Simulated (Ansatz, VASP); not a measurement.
# Ge2Sb2O: VASP beside Ansatz

```
Ge Sb O
1.0
     3.97311    0.00000    0.00000
     0.00000    3.97311    0.00000
     0.00000    0.00000    7.26409
Ge Sb O
2 2 1
Direct
  0.50000 0.50000 0.50000
  0.50000 0.50000 0.00000
  0.50000 0.50000 0.76247
  0.50000 0.50000 0.23753
  0.00000 0.00000 0.00000
```

Alike in both runs: task relaxation of cell and atoms; functional PBE; k mesh 4 × 4 × 4; occupations gaussian, width 0.1 eV; no spin polarisation.

```csv
,VASP,Ansatz
version,VASP 6.6.1,Ansatz 0.2.0
potentials or method,"VASP PAW PBE potentials, release 64 (Ge_d, Sb, O), cutoff 600 eV","scalar-relativistic, plane waves, PAW"
valence electrons in the cell,44,64
```

Ansatz gave:

| Item | Value |
| --- | --- |
| gap on the k mesh at the Fermi level, each at its own relaxed structure (eV) | none |
| relaxed volume (Å³/atom) | 21.13 |
| relaxed cell length with the largest relative difference (Å) | 11.253 |

Q: Which values does VASP return?

A: gap on the k mesh at the Fermi level, each at its own relaxed structure (eV): none; relaxed volume (Å³/atom): 20.64; relaxed cell length with the largest relative difference (Å): 10.930.

A gap of «none» marks a metal or a gap that the smearing closes. VASP's potentials hold 44 valence electrons a cell and Ansatz's 64, so a difference there can come from the potentials and not from the codes.

The k mesh is coarse, so the values compare programs but aren't converged. Spin-orbit coupling is off throughout.
